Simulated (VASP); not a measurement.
A run of VASP 6.6.1 is set up as follows.

INCAR

```
PREC     = Accurate       # precision mode
ENCUT    = 520            # plane-wave cutoff, eV
EDIFF    = 1E-6           # SCF threshold, eV
ISMEAR   = 0              # smearing method
SIGMA    = 0.15           # smearing width, eV
LREAL    = False          # projectors in reciprocal space
LASPH    = True           # aspherical terms in the spheres
NELM     = 100            # most SCF steps
ALGO     = Normal         # electronic algorithm
ISIF     = 2              # what is computed and relaxed
LWAVE    = False          # write WAVECAR
LCHARG   = True           # write CHGCAR
GGA      = PE             # functional
LELF     = True           # ELF
LVHAR    = True         
NBANDS   = 14             # bands
```

File KPOINTS:

```
Automatic mesh
0
Gamma
  16 16 16
```

The input POSCAR:

```
AlNi
1.0
    2.8810000000      0.0000000000      0.0000000000
    0.0000000000      2.8810000000      0.0000000000
    0.0000000000      0.0000000000      2.8810000000
Al Ni
1 1
Direct
   -0.0375748613     -0.0375748613     -0.0375748613
    0.5000000000      0.5000000000      0.5000000000
```

Potentials or basis: VASP PAW PBE potentials, release 64 (Al, Ni).

Launch:

```bash
$ cat potpaw_PBE.64/Al/POTCAR potpaw_PBE.64/Ni/POTCAR > POTCAR
$ mpirun -np 1 vasp_std > vasp.out
```

**Question.** Predict the largest force.

**Answer.** 1.212 eV/Å.

**Question.** Estimate the pressure.

**Answer.** 4.4 GPa.

Stress tensor (GPa, compression positive):
```
4.44 1.76 1.76
1.76 4.44 1.76
1.76 1.76 4.44
```

Caveat: the cell differs from its parent crystal (all Al atoms moved +0.188 Å, as atom 1 towards its neighbour atom 2 (Ni) at 2.495 Å); forces of over 1 eV/Å act on the atoms, so gaps and moduli don't describe the material at rest. Spin polarisation is off, so any magnetic state and its effect on volume and gap are missing.
